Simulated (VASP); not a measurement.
Here is a VASP 6.6.1 calculation.

File INCAR:

```
PREC = Accurate ; ENCUT = 520
EDIFF = 1E-6 ; ISMEAR = 0
SIGMA = 0.02 ; LREAL = Auto
LASPH = True ; NELM = 80
ALGO = Normal ; ISIF = 2
LWAVE = False ; LCHARG = True
GGA = PS ; LELF = True
LVHAR = True ; NBANDS = 166
```

KPOINTS

```
Automatic mesh
0
Gamma
  3 3 3
```

File POSCAR:

```
GaAs
1.0
    5.6579528202      5.6579528202     -5.6579528202
   -5.6579528202     -5.6579528202     -5.6579528202
   -5.6579528202      5.6579528202      5.6579528202
Ga As
16 16
Direct
    0.2500000000      0.0000000000      0.7500000000
    0.5000000000      0.7500000000      0.7500000000
    0.7500000000      0.5000000000      0.7500000000
    0.7500000000      0.0000000000      0.2500000000
    0.0000000000      1.0000000000      0.0000000000
    0.2500000000      0.7500000000      0.0000000000
    0.5000000000      0.5000000000      0.0000000000
    0.7500000000      0.2500000000      0.0000000000
    0.0000000000      0.2500000000      0.7500000000
    0.5000000000      0.0000000000      0.5000000000
    0.7500000000      0.7500000000      0.5000000000
    0.0000000000      0.7500000000      0.2500000000
    0.2500000000      0.5000000000      0.2500000000
    0.5000000000      0.2500000000      0.2500000000
    0.0000000000      0.5000000000      0.5000000000
    0.2500000000      0.2500000000      0.5000000000
    0.2500000000      0.0000000000      0.0000000000
    0.5000000000      0.7500000000      0.0000000000
    0.7500000000      0.5000000000      0.0000000000
    0.7500000000      0.0000000000      0.5000000000
    0.0000000000      0.0000000000      0.2500000000
    0.2500000000      0.7500000000      0.2500000000
    0.5000000000      0.5000000000      0.2500000000
    0.7500000000      0.2500000000      0.2500000000
    0.0000000000      0.2500000000      0.0000000000
    0.5000000000      0.0000000000      0.7500000000
    0.7500000000      0.7500000000      0.7500000000
    0.0000000000      0.7500000000      0.5000000000
    0.2500000000      0.5000000000      0.5000000000
    0.5000000000      0.2500000000      0.5000000000
    0.0000000000      0.5000000000      0.7500000000
    0.2500000000      0.2500000000      0.7500000000
```

Potentials or basis: VASP PAW PBE potentials, release 64 (Ga_d, As).

Run with:

```console
$ cat potpaw_PBE.64/Ga_d/POTCAR potpaw_PBE.64/As/POTCAR > POTCAR
$ mpirun -np 1 vasp_std > vasp.out
```

Q: Estimate the pressure.

A: 0.2 GPa.

Q: Predict the band gap on the k mesh.

A: 0.44 eV.

Caveat: semilocal functionals underestimate gaps, and a narrow one can read as zero; the PAW data sets were made with another functional, which shifts forces and pressure a little.
